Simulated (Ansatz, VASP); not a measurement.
Given: the input of a run of VASP 6.6.1 on Pt.

The input INCAR:

```
SYSTEM = Pt
PREC = Accurate
ENCUT = 520
EDIFF = 1E-6
ISMEAR = 0
SIGMA = 0.011
LREAL = .False.
LASPH = .True.
NELM = 60
ALGO = Normal
ISIF = 2
LWAVE = .False.
LCHARG = .False.
GGA = PE
NBANDS = 11
```

The input KPOINTS:

```
Automatic mesh
0
Gamma
  12 12 12
  0 0 0
```

File POSCAR:

```
Pt
1.0
    0.0000000000      1.9609000000      1.9609000000
    1.9609000000      0.0000000000      1.9609000000
    1.9609000000      1.9609000000      0.0000000000
Pt
1
Direct
    0.0000000000      0.0000000000      0.0000000000
```

Potentials or basis: VASP PAW PBE potentials, release 64 (Pt).

Command:

```bash
$ cat potpaw_PBE.64/Pt/POTCAR > POTCAR
$ mpirun -np 1 vasp_std > vasp.out
```

Set up the same calculation for Ansatz 0.2.0. Potentials there: all-electron LAPW, scalar-relativistic.

As run (the cutoff follows the program's own potentials):

Contents of input.yaml:

```yaml
crystal:
  lattice:
    - [0.0, 1.9609, 1.9609]
    - [1.9609, 0.0, 1.9609]
    - [1.9609, 1.9609, 0.0]
  atoms:
    - { symbol: Pt, position: [0.0, 0.0, 0.0] }
kpoints:
  mp_grid: { grid: [12, 12, 12] }
scf:
  occupations: { method: gaussian, width: 0.011 }
hamiltonian:
  xc: pbe
  pseudopotentials: { kind: all_electron, lapw: { basis_error: 0.001 } }
output:
  forces: true
  stress: true
  eigenvalues: true
```

Potentials or basis: all-electron LAPW, scalar-relativistic.

The run is started by

```bash
$ ansatz run input.yaml --threads 1 --pin off --max-ram 3072MiB --backend cpu --events-out ev --progress --plain --runs-dir out
```

Both were run:

|  | VASP | Ansatz | Ansatz less VASP |
| --- | --- | --- | --- |
| gap on the k mesh at the Fermi level (eV) | none | none | - |
| pressure (GPa) | 9.7 | 10.2 | +0.48 |

A gap of «none» marks a metal or a gap that the smearing closes. Ansatz ran all-electron here, and VASP with PAW potentials.

Neither program's run includes spin-orbit coupling.
